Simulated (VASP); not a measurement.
Ga: single point with LDA

Ga:

```
Ga
1.0
     2.08691    0.00000    0.00000
     0.00000    2.08691    0.00000
     0.00000    0.00000    2.08691
Ga
1
Direct
  0.00000 0.00000 0.00000
```

```json
{"Program": "VASP 6.6.1", "Task": "single point", "Functional": "LDA", "Potentials or basis": "VASP PAW LDA potentials, release 64 (Ga_d)", "Cutoff": "520 eV", "k mesh": "17 × 17 × 17", "Occupations": "fermi-dirac, width 0.1 eV", "Spin": "no spin polarisation", "Dipole correction": "no", "Further INCAR settings": "ALGO = Normal; EDIFF = 1e-06; NBANDS = 12"}
```

* Pressure: 234.4 GPa

Levels at points of the mesh, in eV from the Fermi level:
```
           k point  band 3  band 4  band 5  band 6  band 7  band 8  band 9  band 10
(0.00, 0.00, 0.00)  -18.30  -15.72  -15.72  -15.72   15.31   15.31   15.31    19.23
```

Run time: 16 s on 1 thread of AMD EPYC 7R13, with other jobs on the host, peak memory 0.09 GiB.
